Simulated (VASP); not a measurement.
A run of VASP 6.6.1:

File INCAR:

```
PREC     = Accurate       # precision mode
ENCUT    = 520            # plane-wave cutoff, eV
EDIFF    = 1E-6           # SCF threshold, eV
ISMEAR   = 0              # smearing method
SIGMA    = 0.05           # smearing width, eV
LREAL    = False          # projectors in reciprocal space
LASPH    = True           # aspherical terms in the spheres
NELM     = 100            # most SCF steps
ALGO     = Normal         # electronic algorithm
ISIF     = 2              # what is computed and relaxed
LWAVE    = False          # write WAVECAR
LCHARG   = True           # write CHGCAR
LDIPOL   = True         
IDIPOL   = 3            
DIPOL    = 0.5 0.5 0.383
GGA      = PE             # functional
IVDW     = 12             # dispersion correction
LELF     = True           # ELF
LVHAR    = True         
LVACPOTAV= True         
NBANDS   = 35             # bands
```

KPOINTS

```
Automatic mesh
0
Gamma
  9 9 1
```

Contents of POSCAR:

```
WS2
1.0
    3.1595457497      0.0000000000      0.0000000000
   -1.5797728749      2.7362468836      0.0000000000
    0.0000000000      0.0000000000     23.8042575719
S W
4 2
Direct
    0.3333333333      0.6666666667      0.1890418126
    0.3333333333      0.6666666667      0.3214605103
    0.3333333333      0.6666666667      0.4449678279
    0.3333333333      0.6666666667      0.5773865255
    0.6666666667      0.3333333333      0.2552511581
    0.0000000000      1.0000000000      0.5111771733
```

Potentials or basis: VASP PAW PBE potentials, release 64 (S, W_sv).

Run with:

```console
$ cat potpaw_PBE.64/S/POTCAR potpaw_PBE.64/W_sv/POTCAR > POTCAR
$ mpirun -np 1 vasp_std > vasp.out
```

Hardware: 1 thread of AMD EPYC 7R43 64-Core Processor (Zen 3) (shared host).

**Question.** How long does it take, and how much memory?

**Answer.** It took 4 min on 1 thread of AMD EPYC 7R43 64-Core Processor (Zen 3) (shared host), peak memory 0.29 GiB. Counts: scf iterations 23, k points 12.
